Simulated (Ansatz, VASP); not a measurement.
Two plane-wave programs on SiO2

POSCAR

```
SiO2
1.0
    4.9791700487      0.0000000000      0.0000000000
    0.0000000000      4.9791700487      0.0000000000
    0.0000000000      0.0000000000      6.9148784489
Si O
4 8
Direct
    0.3024588131      0.3024588131      0.0000000000
    0.1975411869      0.8024588131      0.2500000000
    0.6975411869      0.6975411869      0.5000000000
    0.8024588131      0.1975411869      0.7500000000
    0.2381684589      0.1092706349      0.1814546508
    0.3907293651      0.7381684589      0.4314546508
    0.7618315411      0.8907293651      0.6814546508
    0.6092706349      0.2618315411      0.9314546508
    0.7381684589      0.3907293651      0.5685453492
    0.8907293651      0.7618315411      0.3185453492
    0.2618315411      0.6092706349      0.0685453492
    0.1092706349      0.2381684589      0.8185453492
```

INCAR.step1

```
  PREC = Accurate
  ENCUT = 520
  ISMEAR = 0
  SIGMA = 0.01
  LREAL = False
  LASPH = True
  NELM = 80
  NBANDS = 44
  GGA = PE
  ALGO = Normal
  EDIFF = 1E-4
  LWAVE = True
  LCHARG = False
```

The input INCAR.step2:

```
  PREC = Accurate
  ENCUT = 520
  EDIFF = 1E-7
  ISMEAR = 0
  SIGMA = 0.01
  LREAL = False
  LASPH = True
  NELM = 80
  ALGO = Normal
  ISIF = 2
  LWAVE = False
  LCHARG = True
  METAGGA = R2SCAN
  LMIXTAU = True
  LELF = True
  LVHAR = True
  NBANDS = 44
  ISTART = 1
```

The input KPOINTS:

```
regular mesh
0
Gamma
  6 6 4
```

Input for Ansatz:

```yaml
crystal:
  lattice:
    - [4.9791700487, 0.0, 0.0]
    - [0.0, 4.9791700487, 0.0]
    - [0.0, 0.0, 6.9148784489]
  atoms:
    - { symbol: Si, position: [0.3024588131, 0.3024588131, 0.0] }
    - { symbol: Si, position: [0.1975411869, 0.8024588131, 0.25] }
    - { symbol: Si, position: [0.6975411869, 0.6975411869, 0.5] }
    - { symbol: Si, position: [0.8024588131, 0.1975411869, 0.75] }
    - { symbol: O, position: [0.2381684589, 0.1092706349, 0.1814546508] }
    - { symbol: O, position: [0.3907293651, 0.7381684589, 0.4314546508] }
    - { symbol: O, position: [0.7618315411, 0.8907293651, 0.6814546508] }
    - { symbol: O, position: [0.6092706349, 0.2618315411, 0.9314546508] }
    - { symbol: O, position: [0.7381684589, 0.3907293651, 0.5685453492] }
    - { symbol: O, position: [0.8907293651, 0.7618315411, 0.3185453492] }
    - { symbol: O, position: [0.2618315411, 0.6092706349, 0.0685453492] }
    - { symbol: O, position: [0.1092706349, 0.2381684589, 0.8185453492] }
kpoints:
  mp_grid: { grid: [6, 6, 4] }
  band_path:
    path:
      - [0.0, 0.0, 0.0]
      - [0.0, 0.5, 0.0]
      - [0.5, 0.5, 0.0]
      - [0.0, 0.0, 0.5]
      - [0.0, 0.5, 0.5]
      - [0.5, 0.5, 0.5]
    npoints: 1
hamiltonian:
  xc: r2scan
scf:
  occupations: { method: fixed }
  n_extra_bands: 7
output:
  forces: true
  stress: true
  eigenvalues: true
```

Alike in both runs: task single point; functional r2SCAN; k mesh 6 × 6 × 4; no spin polarisation.

|  | VASP | Ansatz |
| --- | --- | --- |
| version | VASP 6.6.1 | Ansatz 0.2.0 |
| potentials or method | VASP PAW PBE potentials, release 64 (Si, O) | plane waves, PAW |
| plane-wave cutoff (eV) | 520 | 500 |
| occupations | gaussian, width 0.01 eV | fixed |
| valence electrons in the cell | 64 | 64 |

|  | VASP | Ansatz | Ansatz less VASP |
| --- | --- | --- | --- |
| gap on the k mesh at the Fermi level (eV) | 6.35 | 6.35 | 0.000 |
| pressure (GPa) | 0.2 | 0.0 | -0.19 |
| rms of the force components (eV/Å) | 0.009 | 0.001 | -0.0081 |

VASP's potentials were made for PBE, not for r2SCAN. Atom by atom the forces differ by 0.009 eV/Å (rms over components).
